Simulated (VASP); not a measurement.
Set up this calculation in VASP 6.6.1, as the native input.

```yaml
Task: single point
Functional: PBEsol
Potentials_or_basis: VASP PAW PBE potentials, release 64 (Rb_sv, Cu, Bi_d, F)
Cutoff: 520 eV
k_mesh: 4 × 4 × 4
Occupations: gaussian, width 0.01 eV
Spin: no spin polarisation
Dipole_correction: no
k_mesh_for_the_DOS: 6 × 6 × 6
Occupations_for_the_DOS: tetrahedron
Further_INCAR_settings: ALGO = Normal; EDIFF = 1e-06; NBANDS = 54
```

The system is Rb2CuBiF6.

```
Rb Cu Bi F
1.0
     0.00000    4.52333    4.52333
     4.52333    0.00000    4.52333
     4.52333    4.52333    0.00000
Rb Cu Bi F
2 1 1 6
Cartesian
  6.7850 6.7850 6.7850
  2.2617 2.2617 2.2617
  4.5233 4.5233 4.5233
  0.0000 0.0000 0.0000
  2.2924 4.5233 4.5233
  4.5233 4.5233 2.2924
  6.7542 4.5233 4.5233
  4.5233 2.2924 4.5233
  4.5233 6.7542 4.5233
  4.5233 4.5233 6.7542
```

One way to write it, as run:

POSCAR

```
Rb2CuBiF6
1.0
    0.0000000000      4.5233320000      4.5233320000
    4.5233320000      0.0000000000      4.5233320000
    4.5233320000      4.5233320000      0.0000000000
Rb Cu Bi F
2 1 1 6
Direct
    0.7500000000      0.7500000000      0.7500000000
    0.2500000000      0.2500000000      0.2500000000
    0.5000000000      0.5000000000      0.5000000000
    0.0000000000      0.0000000000      0.0000000000
    0.7466010000      0.2533990000      0.2533990000
    0.2533990000      0.2533990000      0.7466010000
    0.2533990000      0.7466010000      0.7466010000
    0.2533990000      0.7466010000      0.2533990000
    0.7466010000      0.2533990000      0.7466010000
    0.7466010000      0.7466010000      0.2533990000
```

INCAR.step1

```
SYSTEM = Rb2CuBiF6
PREC = Accurate
ENCUT = 520
EDIFF = 1E-6
ISMEAR = 0
SIGMA = 0.01
LREAL = .FALSE.
LASPH = .TRUE.
NELM = 80
ALGO = Normal
ISIF = 2
LWAVE = .FALSE.
LCHARG = .TRUE.
LMAXMIX = 4
GGA = PS
NBANDS = 54
```

KPOINTS.step1

```
Automatic mesh
0
G
  4 4 4
  0 0 0
```

INCAR.step2

```
SYSTEM = Rb2CuBiF6
PREC = Accurate
ENCUT = 520
EDIFF = 1E-6
ISMEAR = -5
SIGMA = 0.01
LREAL = .FALSE.
LASPH = .TRUE.
NELM = 80
ALGO = Normal
ISIF = 2
LWAVE = .FALSE.
LCHARG = .FALSE.
LMAXMIX = 4
GGA = PS
LORBIT = 10
NBANDS = 54
NEDOS = 1001
ICHARG = 11
```

KPOINTS.step2

```
Automatic mesh
0
G
  6 6 6
  0 0 0
```

Potentials or basis: VASP PAW PBE potentials, release 64 (Rb_sv, Cu, Bi_d, F).

Run with:

```console
$ cat potpaw_PBE.64/Rb_sv/POTCAR potpaw_PBE.64/Cu/POTCAR potpaw_PBE.64/Bi_d/POTCAR potpaw_PBE.64/F/POTCAR > POTCAR
$ cp INCAR.step1 INCAR
$ cp KPOINTS.step1 KPOINTS
$ mpirun -np 1 vasp_std > vasp.out
$ cp INCAR.step2 INCAR
$ cp KPOINTS.step2 KPOINTS
$ mpirun -np 1 vasp_std > vasp.out
```

It gave:

- Valence electrons inside the program's atomic spheres: Rb 7.30; Cu 9.74; Bi 12.49; F 6.04

Run time: 6.5 min on 1 thread of Oxide Virtual Turin-like Processor (shared host), peak memory 0.34 GiB.
